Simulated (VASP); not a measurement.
A run of VASP 6.6.1 is set up as follows.

INCAR

```
SYSTEM = MoC3
PREC = Accurate ; ENCUT = 600
EDIFF = 1E-6 ; ISMEAR = 0
SIGMA = 0.1 ; LREAL = .False.
LASPH = .True. ; NELM = 60
ALGO = Normal ; ISIF = 3
LWAVE = .False. ; LCHARG = .False.
GGA = PE ; IBRION = 2
NSW = 90 ; EDIFFG = -0.04
```

The input KPOINTS:

```
regular mesh
0
Gamma
  6 6 6
  0 0 0
```

The input POSCAR:

```
MoC3
1.0
    3.3197915425      0.0000000000      0.0000000000
    0.0000000000      3.3197915425      0.0000000000
    0.0000000000      0.0000000000      3.3197915425
Mo C
1 3
Direct
    0.0000000000      0.0000000000      0.0000000000
    0.0000000000      0.5000000000      0.5000000000
    0.5000000000      0.0000000000      0.5000000000
    0.5000000000      0.5000000000      0.0000000000
```

Potentials or basis: VASP PAW PBE potentials, release 64 (Mo_sv, C).

The run is started by

```bash
$ cat potpaw_PBE.64/Mo_sv/POTCAR potpaw_PBE.64/C/POTCAR > POTCAR
$ mpirun -np 1 vasp_std > vasp.out
```

(1) What does it give for the relaxed cell?

(2) Estimate the space group after relaxing (to 0.05 Å).

Results:

(1) a = 3.235 Å, b = 3.235 Å, c = 3.235 Å, α = 90.00°, β = 90.00°, γ = 90.00°.

(2) Pm-3m (No. 221).
